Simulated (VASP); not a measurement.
A run of VASP 6.6.1:

Contents of INCAR:

```
SYSTEM = Ir
ALGO = Normal
EDIFF = 1E-6
ENCUT = 520
GGA = RE
ISIF = 2
ISMEAR = -1
LASPH = .True.
LCHARG = .False.
LREAL = .False.
LWAVE = .False.
NBANDS = 16
NELM = 60
PREC = Accurate
SIGMA = 0.1
```

KPOINTS

```
k-points
0
Gamma
  10 10 10
  0 0 0
```

File POSCAR:

```
Ir
1.0
    0.0000000000      2.7953983544      2.7953983544
    2.7953983544      0.0000000000      2.7953983544
    2.7953983544      2.7953983544      0.0000000000
Ir
2
Direct
    0.1250000000      0.1250000000      0.1250000000
    0.8750000000      0.8750000000      0.8750000000
```

Potentials or basis: VASP PAW PBE potentials, release 64 (Ir).

Run with:

```bash
$ cat potpaw_PBE.64/Ir/POTCAR > POTCAR
$ mpirun -np 1 vasp_std > vasp.out
```

Hardware: 1 thread of Intel(R) Xeon(R) Platinum 8259CL CPU @ 2.50GHz (Skylake/Cascade Lake), with other jobs on the host.

How long does it take, and how much memory?

Wall time 35 s on 1 thread of Intel(R) Xeon(R) Platinum 8259CL CPU @ 2.50GHz (Skylake/Cascade Lake) (shared host), peak memory 0.18 GiB. Counts: scf iterations 12, k points 47.
